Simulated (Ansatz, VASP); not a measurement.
## SiC: VASP beside Ansatz

```xyz
2
Lattice="0.0000 2.1740 2.1740 2.1740 0.0000 2.1740 2.1740 2.1740 0.0000" Properties=species:S:1:pos:R:3 pbc="T T T"
Si    0.0000   -0.2210   -0.2210
C     3.2610    3.2610    3.2610
```

Change from the starting cell: all Si atoms moved +0.312 Å, as atom 1 towards its neighbour atom 1 (Si) at 3.075 Å.

Alike in both runs: task single point; functional r2SCAN; k mesh 12 × 12 × 12; occupations gaussian, width 0.05 eV; no spin polarisation.

|  | VASP | Ansatz |
| --- | --- | --- |
| version | VASP 6.6.1 | Ansatz 0.2.0 |
| potentials or method | VASP PAW PBE potentials, release 64 (Si, C), cutoff 520 eV | scalar-relativistic, plane waves, PAW |
| valence electrons in the cell | 8 | 8 |

```tsv
	VASP	Ansatz	Ansatz less VASP
gap on the k mesh at the Fermi level (eV)	0.26	0.26	-0.005
least direct gap on the mesh (eV)	4.28	4.27	-0.012
pressure (GPa)	13.8	14.2	+0.35
traceless stress, the component that is largest in VASP (GPa)	17.15	17.34	+0.193
rms of the force components (eV/Å)	4.374	4.392	+0.0177
```

VASP's potentials were made for PBE, not for r2SCAN. Atom by atom the forces differ by 0.018 eV/Å (rms over components). The functional is the same, so the differences come from potentials, cutoffs and numerics.
